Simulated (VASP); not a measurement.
A run of VASP 6.6.1 is set up as follows.

Contents of INCAR:

```
  PREC = Accurate
  ENCUT = 520
  EDIFF = 1E-6
  ISMEAR = 0
  SIGMA = 0.03
  LREAL = F
  LASPH = T
  NELM = 100
  ALGO = Normal
  ISIF = 2
  LWAVE = F
  LCHARG = F
  GGA = PS
  NBANDS = 31
```

KPOINTS

```
Automatic mesh
0
Gamma
  8 8 8
```

File POSCAR:

```
Si7Ge
1.0
    5.4240190177      0.0000000000      0.0000000000
    0.0000000000      5.4240190177      0.0000000000
    0.0000000000      0.0000000000      6.1193782558
Si Ge
7 1
Direct
    0.2525986838      0.2525986838      0.2525986838
    0.0000000000      0.5000000000      0.5000000000
    0.5000000000      0.5000000000      0.0000000000
    0.5000000000      0.0000000000      0.5000000000
    0.7474013162      0.2525986838      0.7474013162
    0.7474013162      0.7474013162      0.2525986838
    0.2525986838      0.7474013162      0.7474013162
    0.0000000000      0.0000000000      0.0000000000
```

Potentials or basis: VASP PAW PBE potentials, release 64 (Si, Ge_d).

Command:

```console
$ cat potpaw_PBE.64/Si/POTCAR potpaw_PBE.64/Ge_d/POTCAR > POTCAR
$ mpirun -np 1 vasp_std > vasp.out
```

Question: What does it give for the band gap on the k mesh?

Answer: Zero (bands 21 and 22 overlap by 0.01 eV).

Question: Estimate the largest force.

Answer: 0.031 eV/Å.

Stress tensor (GPa, compression positive):
```
 -3.29   0.00   0.00
  0.00  -3.29   0.00
  0.00   0.00 -15.74
```

Caveat: the cell stands under tension; semilocal functionals underestimate gaps, so a narrow gap can read as zero; the PAW data sets were made with another functional, which shifts forces and pressure a little.
